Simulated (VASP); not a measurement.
## Si: single point with PBEsol

Crystal: Si.

```
CELL_PARAMETERS angstrom
0.00000 2.70749 2.70749
2.70749 0.00000 2.70749
2.70749 2.70749 0.00000
ATOMIC_POSITIONS crystal
Si 0.25000 0.25000 0.25000
Si 0.00000 0.00000 0.00000
```

| Property | Result |
| --- | --- |
| Program | VASP 6.6.1 |
| Task | single point |
| Functional | PBEsol |
| Potentials or basis | VASP PAW PBE potentials, release 64 (Si) |
| Cutoff | 520 eV |
| k mesh | 8 × 8 × 8 |
| Occupations | gaussian, width 0.01 eV |
| Spin | no spin polarisation |
| Dipole correction | no |
| Further INCAR settings | ALGO = Normal; EDIFF = 1e-06; NBANDS = 11 |

The pressure is 1.1 GPa and the band gap on the k mesh is 0.49 eV, indirect (least direct gap 2.52 eV).

Levels at points of the mesh, in eV from the valence-band top:
| k point | band 1 | band 2 | band 3 | band 4 | band 5 | band 6 | band 7 | band 8 |
| --- | --- | --- | --- | --- | --- | --- | --- | --- |
| (0.00, 0.00, 0.00) | -12.05 | 0.00 | 0.00 | 0.00 | 2.52 | 2.52 | 2.52 | 3.42 |
| (0.50, 0.00, 0.00) | -9.68 | -7.06 | -1.21 | -1.21 | 1.50 | 3.27 | 3.27 | 7.52 |
| (0.50, 0.50, 0.00) | -7.86 | -7.86 | -2.90 | -2.90 | 0.57 | 0.57 | 10.14 | 10.14 |

Wall time 5.2 s on 1 thread of Intel(R) Xeon(R) 6975P-C (Granite Rapids) (shared host), peak memory 0.15 GiB.

Caveat: the PAW data sets were made with another functional, which shifts forces and pressure a little. A k mesh can miss the band edges.
